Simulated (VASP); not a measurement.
Write the native input for VASP 6.6.1 that does the following.

| Property | Result |
| --- | --- |
| Task | single point |
| Functional | PBE |
| Potentials or basis | VASP PAW PBE potentials, release 64 (Al, N) |
| Cutoff | 520 eV |
| k mesh | 9 × 9 × 6 |
| Occupations | gaussian, width 0.05 eV |
| Spin | no spin polarisation |
| Dipole correction | no |
| Further INCAR settings | ALGO = Normal; EDIFF = 1e-07; NBANDS = 16 |

The structure of AlN lies in POSCAR:

```
AlN
1.0
    3.4299311463      0.0000000000      0.0000000000
   -1.7149655732      2.9704075059      0.0000000000
    0.0000000000      0.0000000000      4.2205302756
Al N
2 2
Direct
    0.3333333333      0.6666666667      0.7500000000
    0.6666666667      0.3333333333      0.2500000000
    0.3333333333      0.6666666667      0.2500000000
    0.6666666667      0.3333333333      0.7500000000
```

This cell differs from its parent crystal: volume 10.750 Å^3 an atom, c/a of the conventional cell 1.2305.

One way to write it, as run:

INCAR

```
  ALGO = Normal
  EDIFF = 1E-7
  ENCUT = 520
  GGA = PE
  ISIF = 2
  ISMEAR = 0
  LASPH = True
  LCHARG = True
  LELF = True
  LREAL = False
  LVHAR = True
  LWAVE = False
  NBANDS = 16
  NELM = 80
  PREC = Accurate
  SIGMA = 0.05
```

KPOINTS

```
k-points
0
Gamma
  9 9 6
```

Potentials or basis: VASP PAW PBE potentials, release 64 (Al, N).

The run is started by

```sh
$ cat potpaw_PBE.64/Al/POTCAR potpaw_PBE.64/N/POTCAR > POTCAR
$ mpirun -np 1 vasp_std > vasp.out
```

It gave:

```yaml
Pressure: -14.2 GPa
Band_gap_on_the_k_mesh: 2.78 eV, direct
```

It took 36 s on 1 thread of AMD EPYC 7R43 64-Core Processor (Zen 3) (shared host), peak memory 0.13 GiB.
